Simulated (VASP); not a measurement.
Input of a VASP 6.6.1 run:

INCAR

```
SYSTEM = HfO2
PREC = Accurate ; ENCUT = 520
EDIFF = 1E-7 ; ISMEAR = 0
SIGMA = 0.05 ; LREAL = .FALSE.
LASPH = .TRUE. ; NELM = 100
ALGO = Normal ; ISIF = 2
LWAVE = .FALSE. ; LCHARG = .TRUE.
GGA = PS ; LELF = .TRUE.
LVHAR = .TRUE. ; NBANDS = 18
```

File KPOINTS:

```
regular mesh
0
G
  8 8 8
  0 0 0
```

POSCAR

```
HfO2
1.0
    0.0000000000      2.4296250000      2.6853750000
    2.4296250000      0.0000000000      2.6853750000
    2.4296250000      2.4296250000      0.0000000000
Hf O
1 2
Direct
    0.0000000000      0.0000000000      0.0000000000
    0.2500000000      0.2500000000      0.2500000000
    0.7500000000      0.7500000000      0.7500000000
```

Potentials or basis: VASP PAW PBE potentials, release 64 (Hf_pv, O).

The run is started by

```sh
$ cat potpaw_PBE.64/Hf_pv/POTCAR potpaw_PBE.64/O/POTCAR > POTCAR
$ mpirun -np 1 vasp_std > vasp.out
```

Predict the band gap on the k mesh.

2.37 eV, indirect (least direct gap 2.86 eV).

Predict the pressure.

-0.2 GPa.

Stress tensor (GPa, compression positive):
```
 16.28   0.00   0.00
  0.00  16.28   0.00
  0.00   0.00 -33.23
```

Caveat: the cell differs from its parent crystal (strain -0.050 along x and y, +0.050 along z); the PAW data sets were made with another functional, which shifts forces and pressure a little; spin-orbit coupling is left out, which moves the levels of the heavy elements. A k mesh can miss the band edges.
